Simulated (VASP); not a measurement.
Runs of VASP 6.6.1 on Lu. The structure is that of space group Pm-3m (No. 221), or close to it. The cells are those of the table. This isn't the form of Lu at room conditions, which is hcp.

```csv
task,cell,k mesh,cutoff (eV),gap on the mesh (eV),pressure (GPa)
relaxation of cell and atoms,"relaxed from a = 3.170 Å, 1 atom",10 × 10 × 10,600,none,0.0
single point,"a = 3.292 Å, 1 atom",11 × 11 × 11,520,none,(b)
single point,"a = 3.249 Å, 1 atom",10 × 10 × 10,520,none,0.2
single point,"a = 3.113 Å, 1 atom",11 × 11 × 11,520,none,(a)
single point,"a = 3.160 Å, 1 atom",11 × 11 × 11,520,none,2.6
single point,"a = 3.249 Å, 1 atom",11 × 11 × 11,520,none,0.0
single point,"a = 3.333 Å, 1 atom",11 × 11 × 11,520,none,-1.8
```

Alike in all rows: level BLYP; potentials or basis VASP PAW PBE potentials, release 64 (Lu); no spin polarisation; smearing fermi-dirac 0.1 eV.

Fill in the values left out.

(a) 4.3; (b) -1.0.

Caveats: the PAW data sets were made with another functional, which shifts forces and pressure a little; spin-orbit coupling is left out, which moves the levels of the heavy elements; the cell stands under pressure (at least some runs).

A k mesh can miss the band edges, and the runs leave out spin-orbit coupling on Lu.

A gap of «none» marks levels without a gap at the run's occupations.
